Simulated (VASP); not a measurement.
# BN (Qingsongite) (F-43m) in VASP: notebook

Runs on BN (Qingsongite). Level: LDA. Tasks: single point.

Everything below comes from runs of VASP 6.6.1. Logs are shortened: lines on timing, memory, paths and dates and some standing lists are left out, and cuts for length are marked.

## (1) The cell of the first run

It takes space group F-43m (No. 216, cubic). Conventional cell: a = 3.490 Å, b = 3.490 Å, c = 3.490 Å, α = 90.00°, β = 90.00°, γ = 90.00°. Within 2.0 Å of B (site symmetry -43m) lie 4 N at 1.51 Å. N (site symmetry -43m) has 4 B at 1.51 Å within 2.0 Å.

## (2) Single point, LDA

Input file INCAR:

```
PREC     = Accurate       # precision mode
ENCUT    = 520            # plane-wave cutoff, eV
EDIFF    = 1E-6           # SCF threshold, eV
ISMEAR   = 0              # smearing method
SIGMA    = 0.01           # smearing width, eV
LREAL    = False          # projectors in reciprocal space
LASPH    = True           # aspherical terms in the spheres
NELM     = 60             # most SCF steps
ALGO     = Normal         # electronic algorithm
ISIF     = 2              # what is computed and relaxed
LWAVE    = False          # write WAVECAR
LCHARG   = False          # write CHGCAR
GGA      = CA             # functional
NBANDS   = 11             # bands
```

Input file KPOINTS:

```
regular mesh
0
Gamma
  8 8 8
```

Input file POSCAR:

```
BN
1.0
    0.0000000000      1.7451220627      1.7451220627
    1.7451220627      0.0000000000      1.7451220627
    1.7451220627      1.7451220627      0.0000000000
B N
1 1
Direct
    0.0000000000      0.0000000000      0.0000000000
    0.2500000000      0.2500000000      0.2500000000
```

Potentials or basis: VASP PAW LDA potentials, release 64 (B, N).

Run with:

```bash
$ cat potpaw_LDA.64/B/POTCAR potpaw_LDA.64/N/POTCAR > POTCAR
$ mpirun -np 1 vasp_std > vasp.out
```

OUTCAR:

```text
PREC = Accurate
   ENCUT = 520
   EDIFF = 1E-6
   ISMEAR = 0
   LREAL = False
   LASPH = True
   NELM = 60
   ISIF = 2
   GGA = CA

 ion  position               nearest neighbor table
   1  0.000  0.000  0.000-   2 1.51   2 1.51   2 1.51   2 1.51
   2  0.250  0.250  0.250-   1 1.51   1 1.51   1 1.51   1 1.51

  LATTYP: Found a face centered cubic cell.
 ALAT       =     3.4902441254

  Lattice vectors:

 A1 = (   0.0000000000,   1.7451220627,   1.7451220627)
 A2 = (   1.7451220627,   0.0000000000,   1.7451220627)
 A3 = (   1.7451220627,   1.7451220627,   0.0000000000)

Analysis of symmetry for initial positions (statically):
=====================================================================
 Subroutine PRICEL returns:
 Original cell was already a primitive cell.

 Routine SETGRP: Setting up the symmetry group for a
 face centered cubic supercell.

 Subroutine GETGRP returns: Found 24 space group operations
 (whereof 24 operations were pure point group operations)
 out of a pool of 48 trial point group operations.

The static configuration has the point symmetry T_d .

Analysis of symmetry for dynamics (positions and initial velocities):
=====================================================================
 Subroutine PRICEL returns:
 Original cell was already a primitive cell.

 Routine SETGRP: Setting up the symmetry group for a
 face centered cubic supercell.

 Subroutine GETGRP returns: Found 24 space group operations
 (whereof 24 operations were pure point group operations)
 out of a pool of 48 trial point group operations.

The dynamic configuration has the point symmetry T_d .

 Subroutine INISYM returns: Found 24 space group operations
 (whereof 24 operations are pure point group operations),
 and found     1 'primitive' translations

----------------------------------------------------------------------------------------

                                     Primitive cell

  volume of cell :      10.6294

  direct lattice vectors                    reciprocal lattice vectors
     0.000000000  1.745122063  1.745122063    -0.286512910  0.286512910  0.286512910
     1.745122063  0.000000000  1.745122063     0.286512910 -0.286512910  0.286512910
     1.745122063  1.745122063  0.000000000     0.286512910  0.286512910 -0.286512910

  length of vectors
     2.467975289  2.467975289  2.467975289     0.496254917  0.496254917  0.496254917

  position of ions in fractional coordinates (direct lattice)
     0.000000000  0.000000000  0.000000000
     0.250000000  0.250000000  0.250000000

  ion indices of the primitive-cell ions
   primitive index   ion index
                 1           1
                 2           2

----------------------------------------------------------------------------------------

 KPOINTS: regular mesh

Automatic generation of k-mesh.
 Grid dimensions read from file:
 generate k-points for:    8    8    8

 Generating k-lattice:

  Cartesian coordinates                     Fractional coordinates (reciprocal lattice)
    -0.035814114  0.035814114  0.035814114     0.125000000  0.000000000  0.000000000
     0.035814114 -0.035814114  0.035814114     0.000000000  0.125000000  0.000000000
     0.035814114  0.035814114 -0.035814114     0.000000000  0.000000000  0.125000000

  Length of vectors
     0.062031865  0.062031865  0.062031865

  Shift w.r.t. Gamma in fractional coordinates (k-lattice)
     0.000000000  0.000000000  0.000000000

 Subroutine IBZKPT returns following result:
 ===========================================

 Found     29 irreducible k-points:

 Following reciprocal coordinates:
            Coordinates               Weight
  0.000000  0.000000  0.000000      1.000000
  0.125000  0.000000  0.000000      8.000000
  0.250000  0.000000  0.000000      8.000000
  0.375000  0.000000  0.000000      8.000000
  0.500000  0.000000  0.000000      4.000000
  0.125000  0.125000  0.000000      6.000000
[... 16 lines left out ...]
  0.500000  0.250000  0.125000     48.000000
 -0.375000  0.250000  0.125000     24.000000
 [... further k-points ...]
   k-points           NKPTS =     29   k-points in BZ     NKDIM =     29   number of bands    NBANDS=     11
   number of dos      NEDOS =    301   number of ions     NIONS =      2
   total plane-waves  NPLWV =   5832
   dimension x,y,z NGX =    18 NGY =   18 NGZ =   18
   dimension x,y,z NGXF=    36 NGYF=   36 NGZF=   36
   ions per type =               1   1
   NGX,Y,Z   is equivalent  to a cutoff of  12.13, 12.13, 12.13 a.u.
   NGXF,Y,Z  is equivalent  to a cutoff of  24.25, 24.25, 24.25 a.u.
 SYSTEM =  unknown system
   PREC   = accura    normal or accurate (medium, high low for compatibility)
   ISTART =      0    job   : 0-new  1-cont  2-samecut
   ICHARG =      2    charge: 1-file 2-atom 10-const
   ISPIN  =      1    spin polarized calculation?
   LNONCOLLINEAR =      F non collinear calculations
   LSORBIT =      F    spin-orbit coupling
   LASPH  =      T    aspherical Exc in radial PAW
   ENCUT  =  520.0 eV  38.22 Ry    6.18 a.u.   4.59  4.59  4.59*2*pi/ulx,y,z
   NELM   =     60;   NELMIN=  2; NELMDL= -5     # of ELM steps
   EDIFF  = 0.1E-05   stopping-criterion for ELM
   LREAL  =      F    real-space projection
   EDIFFG = 0.1E-04   stopping-criterion for IOM
   NSW    =      0    number of steps for IOM
   IBRION =     -1    ionic relax: 0-MD 1-quasi-New 2-CG
   NFREE  =      0    steps in history (QN), initial steepest desc. (CG)
   ISIF   =      2    stress and relaxation
   ISYM   =      2    0-nonsym 1-usesym 2-fastsym
   POTIM  = 0.5000    time-step for ionic-motion
   TEBEG  =    0.0;   TEEND  =   0.0 temperature during run
   PSTRESS=    0.0 pullay stress
   NELECT =       8.0000    total number of electrons
   NUPDOWN=      -1.0000    fix difference up-down
   EMIN   =  10.00;   EMAX   =-10.00  energy-range for DOS
   EFERMI =   0.00;   METHOD = LEGACY
   ISMEAR =     0;   SIGMA  =   0.01  broadening in eV -4-tet -1-fermi 0-gaus
   EFERMI_NEDOS =   21; number of points for ismear=-14 and -15
   IALGO  =     38    algorithm
   IMIX   =      4    mixing-type and parameters
     AMIX     =   0.40;   BMIX     =  1.00
     AMIX_MAG =   1.60;   BMIX_MAG =  1.00
  volume/ion in A,a.u.               =       5.31        35.87
  Fermi-wavevector in a.u.,A,eV,Ry     =   1.489141  2.814068 30.171457  2.217540
  Thomas-Fermi vector in A             =   2.602087
   LORBIT       =      0    0 simple, 1 ext, 2 COOP (PROOUT), +10 PAW based schemes
   GGA     = CA    functional components
   LHFCALC =     F    Hartree Fock is set to
   AEXX    =    0.0000 exact exchange contribution
   IVDW    =     0    specifies the selected vdW correction
   LEPSILON=     F    determine dielectric tensor
   LRPA    =     F    only Hartree local field effects (RPA)
 non-spin polarized calculation
 Gauss-broadening in eV      SIGMA  =   0.01
  energy-cutoff  :      520.00
  volume of cell :       10.63
 maximum number of plane-waves:       302
   NGX =  9   NGY =  9   NGZ =  9

 number of electron       8.0000000 magnetization

 Free energy of the ion-electron system (eV)
  ---------------------------------------------------
  ext. energy  EPLUGINS =         0.00000000
  ---------------------------------------------------
  free energy    TOTEN  =       -19.31789843 eV

  energy without entropy =      -19.31789843  energy(sigma->0) =      -19.31789843

 E-fermi :   8.8547     XC(G=0): -13.6189

 val. band max:        8.7655861385   @ k =   0.0000   0.0000   0.0000
 cond. band min:      13.2270093943   @ k =   0.5000   0.5000   0.0000
 fundamental gap:      4.4614232558
 Fermi energy:         8.8547176819

 k-point     1 :       0.0000    0.0000    0.0000
  band No.  band energies     occupation
      1     -12.5474      2.00000
      2       8.7656      2.00000
      3       8.7656      2.00000
      4       8.7656      2.00000
      5      17.9465      0.00000
      6      17.9465      0.00000
      7      17.9465      0.00000
      8      20.9690      0.00000
      9      35.2959      0.00000
     10      37.8834      0.00000
     11      37.8834      0.00000

 k-point     2 :       0.1250    0.0000    0.0000
  band No.  band energies     occupation
      1     -12.1351      2.00000
      2       6.7590      2.00000
      3       8.3357      2.00000
      4       8.3357      2.00000
      5      18.5863      0.00000
      6      18.5863      0.00000
      7      18.6169      0.00000
      8      21.9694      0.00000
      9      34.2437      0.00000
     10      34.3649      0.00000
     11      34.3649      0.00000

 k-point     3 :       0.2500    0.0000    0.0000
  band No.  band energies     occupation
      1     -10.9286      2.00000
      2       2.8781      2.00000
      3       7.5024      2.00000
      4       7.5024      2.00000
      5      19.4988      0.00000
      6      19.6127      0.00000
      7      19.6127      0.00000
      8      23.6867      0.00000
      9      33.2276      0.00000
     10      33.2665      0.00000
     11      33.2665      0.00000

 k-point     4 :       0.3750    0.0000    0.0000
  band No.  band energies     occupation
      1      -9.0996      2.00000
      2      -0.9074      2.00000
      3       6.8463      2.00000
      4       6.8463      2.00000
      5      19.9404      0.00000
      6      19.9404      0.00000
      7      20.1564      0.00000
      8      24.6031      0.00000
      9      33.2349      0.00000
     10      35.0532      0.00000
     11      35.0532      0.00000
[... 239 lines left out ...]
 k-point    22 :       0.3750    0.2500    0.1250
  band No.  band energies     occupation
      1      -9.8926      2.00000
      2       2.7008      2.00000
      3       4.4027      2.00000
      4       6.5429      2.00000
      5      17.7917      0.00000
      6      21.2585      0.00000
      7      22.6138      0.00000
      8      23.0647      0.00000
      9      29.2427      0.00000
     10      35.7320      0.00000
     11      38.0139      0.00000

 k-point    23 :       0.5000    0.2500    0.1250
  band No.  band energies     occupation
      1      -8.1634      2.00000
      2      -0.1344      2.00000
      3       3.5863      2.00000
      4       5.4843      2.00000
      5      18.5406      0.00000
      6      20.8580      0.00000
      7      23.9525      0.00000
      8      24.4153      0.00000
      9      29.8639      0.00000
     10      35.4458      0.00000
     11      37.9863      0.00000

 k-point    24 :      -0.3750    0.2500    0.1250
  band No.  band energies     occupation
      1      -6.9528      2.00000
      2      -1.8784      2.00000
      3       3.5537      2.00000
      4       4.8968      2.00000
      5      18.6091      0.00000
      6      20.8820      0.00000
      7      24.5204      0.00000
      8      25.7931      0.00000
      9      29.0970      0.00000
     10      36.2062      0.00000
     11      37.9071      0.00000

 [... further k-points ...]

------------------------ aborting loop because EDIFF is reached ----------------------------------------

  FORCE on cell =-STRESS in cart. coord.  units (eV):
  Direction    XX          YY          ZZ          XY          YZ          ZX
  --------------------------------------------------------------------------------------
  -------------------------------------------------------------------------------------
  Total        2.4395437      2.4395437      2.4395437      0.0000000      0.0000000      0.0000000
  in kB      367.7153535    367.7153535    367.7153535      0.0000000      0.0000000      0.0000000
  external PRESSURE =     367.7153535 kB  Pullay stress =       0.0000000 kB

 VOLUME and BASIS-vectors are now :
 -----------------------------------------------------------------------------
  energy-cutoff  :      520.00
  volume of cell :       10.63
      direct lattice vectors                 reciprocal lattice vectors
     0.000000000  1.745122063  1.745122063    -0.286512910  0.286512910  0.286512910
     1.745122063  0.000000000  1.745122063     0.286512910 -0.286512910  0.286512910
     1.745122063  1.745122063  0.000000000     0.286512910  0.286512910 -0.286512910

 POSITION                                       TOTAL-FORCE (eV/Angst)
 -----------------------------------------------------------------------------------
      0.00000      0.00000      0.00000         0.000000      0.000000      0.000000
      0.87256      0.87256      0.87256        -0.000000     -0.000000     -0.000000
 -----------------------------------------------------------------------------------
    total drift:                               -0.000000     -0.000000      0.000000

  FREE ENERGIE OF THE ION-ELECTRON SYSTEM (eV)
  ---------------------------------------------------
  free  energy   TOTEN  =       -19.3178984318 eV

  energy  without entropy=      -19.3178984318  energy(sigma->0) =      -19.31789843
```

It took 4.5 s on 1 thread of Intel Xeon 6975P-C, shared host; peak memory 0.11 GiB.

What came out:

- Free energy: -19.3179 eV
- Pressure: 36.8 GPa
- Band gap on the k mesh: 4.46 eV, indirect (least direct gap 9.18 eV)

Levels at points of the mesh, in eV from the valence-band top:
```csv
k point,band 1,band 2,band 3,band 4,band 5,band 6,band 7,band 8
"(0.00, 0.00, 0.00)",-21.31,0.00,0.00,0.00,9.18,9.18,9.18,12.20
"(0.50, 0.00, 0.00)",-16.52,-11.72,-2.16,-2.16,11.14,11.14,11.63,16.09
"(0.50, 0.50, 0.00)",-14.99,-9.60,-5.47,-5.47,4.46,9.74,19.36,19.36
```

## (3) Single point, LDA

This run uses another cell than the first one, of 5.46 Å³/atom, 1.028 times its volume.

Input file INCAR:

```
ALGO = Normal
EDIFF = 1E-6
ENCUT = 520
ISIF = 2
ISMEAR = 0
LASPH = T
LCHARG = F
LREAL = F
LWAVE = F
NBANDS = 11
NELM = 80
PREC = Accurate
SIGMA = 0.01
```

Input file KPOINTS:

```
k-points
0
Gamma
  8 8 8
```

Input file POSCAR:

```
BN
1.0
    0.0000000000      1.7611332512      1.7611332512
    1.7611332512      0.0000000000      1.7611332512
    1.7611332512      1.7611332512      0.0000000000
B N
1 1
Direct
    0.0000000000      0.0000000000      0.0000000000
    0.2500000000      0.2500000000      0.2500000000
```

Potentials or basis: VASP PAW LDA potentials, release 64 (B, N).

Run with:

```bash
$ cat potpaw_LDA.64/B/POTCAR potpaw_LDA.64/N/POTCAR > POTCAR
$ mpirun -np 1 vasp_std > vasp.out
```

It took 4.4 s on 1 thread of Intel Xeon 6975P-C, shared host; peak memory 0.11 GiB.

It converged, with:

* Free energy: -19.3730 eV
* Pressure: 22.9 GPa
* Band gap on the k mesh: 4.43 eV, indirect (least direct gap 9.05 eV)

Levels at points of the mesh, in eV from the valence-band top:
| k point | band 1 | band 2 | band 3 | band 4 | band 5 | band 6 | band 7 | band 8 | band 9 |
| --- | --- | --- | --- | --- | --- | --- | --- | --- | --- |
| (0.00, 0.00, 0.00) | -20.98 | 0.00 | 0.00 | 0.00 | 9.05 | 9.05 | 9.05 | 11.73 | 25.99 |
| (0.50, 0.00, 0.00) | -16.32 | -11.45 | -2.10 | -2.10 | 10.99 | 10.99 | 11.25 | 15.81 | 24.25 |
| (0.50, 0.50, 0.00) | -14.84 | -9.41 | -5.32 | -5.32 | 4.43 | 9.58 | 18.92 | 18.92 | 21.89 |

A k mesh can miss the band edges. A hybrid or GW would open this gap; LDA tends to underestimate it.
